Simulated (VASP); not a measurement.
Here is a VASP 6.6.1 calculation.

File INCAR:

```
SYSTEM = NaTi12
PREC = Accurate
ENCUT = 520
EDIFF = 1E-6
ISMEAR = -1
SIGMA = 0.15
LREAL = .False.
LASPH = .True.
NELM = 80
ALGO = Normal
ISIF = 2
LWAVE = .False.
LCHARG = .False.
GGA = PE
NBANDS = 88
```

KPOINTS

```
regular mesh
0
Gamma
  2 2 2
  0 0 0
```

File POSCAR:

```
NaTi12
1.0
    5.9000000000      0.0000000000      0.0000000000
   -4.4250000000      7.6643250000      0.0000000000
    0.0000000000      0.0000000000      4.6846000000
Ti Na
12 1
Direct
    0.0184778581     -0.0240823806      0.0808444062
    0.2181078742      0.2482538163      0.4225781032
    0.0504385960      0.3820443256      0.0541264466
    0.1414079167      0.5514093462      0.5495613680
    0.0133706264      0.6681573016      0.0542047395
    0.1588987047      0.8926732951      0.5820225913
    0.4471065027     -0.0271042663      0.0786196656
    0.6477293248      0.2466252348      0.4188133003
    0.5063528201      0.3291921265     -0.0814385871
    0.6509496266      0.5535185747      0.4465880208
    0.5249013031      0.6712532499     -0.0488362667
    0.6167287890      0.8404571664      0.4468322487
    0.8320711578      0.1113923098      0.7505744635
```

Potentials or basis: VASP PAW PBE potentials, release 64 (Ti_sv, Na_pv).

Run with:

```sh
$ cat potpaw_PBE.64/Ti_sv/POTCAR potpaw_PBE.64/Na_pv/POTCAR > POTCAR
$ mpirun -np 1 vasp_std > vasp.out
```

Problem. Predict the largest force.

Solution. 0.071 eV/Å.

Problem. Estimate the band gap on the k mesh.

Solution. Zero (an odd number of electrons rules out a gap without spin polarisation).

Problem. What does it give for the pressure?

Solution. 10.7 GPa.

Stress tensor (GPa, compression positive):
```
 8.45 -0.47  0.92
-0.47  9.16 -0.81
 0.92 -0.81 14.36
```

Caveat: the k points lie up to 0.67 Å⁻¹ apart, too coarse for converged energies and pressures of a metal.
